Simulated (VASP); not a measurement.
Input of a VASP 6.6.1 run:

The input INCAR:

```
PREC = Accurate
ENCUT = 520
EDIFF = 1E-6
ISMEAR = 0
SIGMA = 0.01
LREAL = False
LASPH = True
NELM = 100
ALGO = Normal
ISIF = 2
LWAVE = False
LCHARG = False
GGA = CA
NBANDS = 28
```

Contents of KPOINTS:

```
Automatic mesh
0
Gamma
  4 4 4
```

File POSCAR:

```
PbSe
1.0
    0.0000000000     12.0008000000      3.1254400000
    3.1181500000      0.0000000000      3.1254400000
    3.1181500000     12.0008000000      0.0000000000
Pb Se
2 2
Direct
    0.1907300000      0.8052700000      0.1947300000
    0.8052700000      0.1907300000      0.8092700000
    0.6744200000      0.2955800000      0.7044200000
    0.2955800000      0.6744200000      0.3255800000
```

Potentials or basis: VASP PAW LDA potentials, release 64 (Pb_d, Se).

Run with:

```sh
$ cat potpaw_LDA.64/Pb_d/POTCAR potpaw_LDA.64/Se/POTCAR > POTCAR
$ mpirun -np 1 vasp_std > vasp.out
```

Task: Estimate the band gap on the k mesh.

Result: 1.59 eV, direct.

Task: Estimate the pressure.

Result: -1.9 GPa.

Forces in eV/Å, atoms in the order of the input:
```
Pb   0.000  0.360  0.024
Pb   0.000 -0.360  0.024
Se   0.000  0.395 -0.024
Se   0.000 -0.395 -0.024
```

Caveat: spin-orbit coupling is left out, which moves the levels of the heavy elements. A k mesh can miss the band edges.
